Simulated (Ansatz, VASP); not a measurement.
## Two plane-wave programs on BaTe

```
CELL_PARAMETERS angstrom
0.06075 3.54580 3.54580
3.54580 0.06075 3.54580
3.54580 3.54580 0.06075
ATOMIC_POSITIONS crystal
Ba 0.00000 0.00000 0.00000
Te 0.50000 0.50000 0.50000
```

Change from the starting cell: epitaxial_111 strain -1.3%.

Alike in both runs: task single point; functional r2SCAN; k mesh 6 × 6 × 6; no spin polarisation.

|  | VASP | Ansatz |
| --- | --- | --- |
| version | VASP 6.6.1 | Ansatz 0.2.0 |
| potentials or method | VASP PAW PBE potentials, release 64 (Ba_sv, Te) | plane waves, PAW |
| plane-wave cutoff (eV) | 520 | 500 |
| occupations | gaussian, width 0.01 eV | fixed |
| valence electrons in the cell | 16 | 26 |

|  | VASP | Ansatz | Ansatz less VASP |
| --- | --- | --- | --- |
| gap on the k mesh at the Fermi level (eV) | 1.87 | 1.94 | +0.076 |
| pressure (GPa) | 0.8 | 0.4 | -0.34 |
| traceless stress, the component that is largest in VASP (GPa) | -0.21 | -0.22 | -0.001 |

VASP's potentials were made for PBE, not for r2SCAN. VASP's potentials hold 16 valence electrons a cell and Ansatz's 26, so a difference there can come from the potentials and not from the codes.

Neither program's run includes spin-orbit coupling.
